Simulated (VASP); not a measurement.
Set up this calculation in VASP 6.6.1, as the native input.

- Task: single point
- Functional: PBE
- Dispersion: D3(BJ)
- Potentials or basis: VASP PAW PBE potentials, release 64 (Te, Mo_sv)
- Cutoff: 520 eV
- k mesh: 9 × 9 × 1
- Occupations: gaussian, width 0.05 eV
- Spin: no spin polarisation
- Dipole correction: yes
- Further INCAR settings: ALGO = Normal; EDIFF = 1e-06; NBANDS = 35

The structure of Te2Mo lies in POSCAR:

```
Te2Mo
1.0
    3.5038818256      0.0000000000      0.0000000000
   -1.7519409128      3.0344506729      0.0000000000
    0.0000000000      0.0000000000     24.7677191314
Te Mo
4 2
Direct
    0.3333333333      0.6666666667      0.1816881069
    0.3333333333      0.6666666667      0.3284056769
    0.5000000000      0.6666666667      0.5032300108
    0.5000000000      0.6666666667      0.6499475808
    0.6666666667      0.3333333333      0.2550468919
    0.1666666667      1.0000000000      0.5765887958
```

This cell differs from its parent crystal: layers slid over each other.

One way to write it, as run:

INCAR

```
ALGO = Normal
DIPOL = 0.5 0.5 0.416
EDIFF = 1E-6
ENCUT = 520
GGA = PE
IDIPOL = 3
ISIF = 2
ISMEAR = 0
IVDW = 12
LASPH = True
LCHARG = False
LDIPOL = True
LREAL = False
LWAVE = False
NBANDS = 35
NELM = 100
PREC = Accurate
SIGMA = 0.05
```

KPOINTS

```
k-points
0
Gamma
  9 9 1
```

Potentials or basis: VASP PAW PBE potentials, release 64 (Te, Mo_sv).

Run with:

```sh
$ cat potpaw_PBE.64/Te/POTCAR potpaw_PBE.64/Mo_sv/POTCAR > POTCAR
$ mpirun -np 1 vasp_std > vasp.out
```

It gave:

| Quantity | Value |
| --- | --- |
| Largest force | 0.094 eV/Å |
| Band gap on the k mesh | 1.18 eV |
| Dispersion energy per atom | -0.440 eV |

Caveat: the cell differs from its parent crystal (layers slid over each other); spin-orbit coupling is left out, which moves the levels of the heavy elements.

It took 7.8 min on 1 thread of Intel(R) Xeon(R) Platinum 8488C (Sapphire Rapids), on a shared host, peak memory 0.58 GiB.
